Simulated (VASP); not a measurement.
Ag: single point with PBE

The system is Ag.

```xyz
2
Lattice="3.1647 0.0000 0.0000 -1.5823 2.7407 0.0000 0.0000 0.0000 5.0916" Properties=species:S:1:pos:R:3 pbc="T T T"
Ag    0.0000    1.8271    1.2729
Ag    1.5823    0.9136    3.8187
```

- Program: VASP 6.6.1
- Task: single point
- Functional: PBE
- Potentials or basis: VASP PAW PBE potentials, release 64 (Ag)
- Cutoff: 500 eV
- k mesh: 3 × 1 × 5
- Occupations: gaussian, width 0.1 eV
- Spin: no spin polarisation

```yaml
Pressure: -16.5 GPa
Largest_force: 0.154 eV/Å
Band_gap_on_the_k_mesh: zero (band 11 reaches 3.54 eV, above the bottom of band 12 at 2.34 eV)
```

Forces on the atoms (eV/Å):
```
Ag  -0.133 -0.077  0.000
Ag   0.133  0.077  0.000
```

Stress tensor (GPa, compression positive):
```
-11.14   9.68   0.00
  9.68 -22.32   0.00
  0.00   0.00 -16.06
```

Levels at points of the mesh, in eV from the Fermi level:
```
           k point  band 7  band 8  band 9  band 10  band 11  band 12  band 13  band 14  band 15  band 16
(0.00, 0.00, 0.00)   -1.91   -1.89   -1.77    -1.25    -1.08     2.08     4.34    16.54    16.87    16.98
```

It used 5.2 s of CPU time on 1 thread of AMD EPYC 7R13 Processor (Zen 3), on a shared host.

Caveat: the k points lie up to 2.29 Å⁻¹ apart.
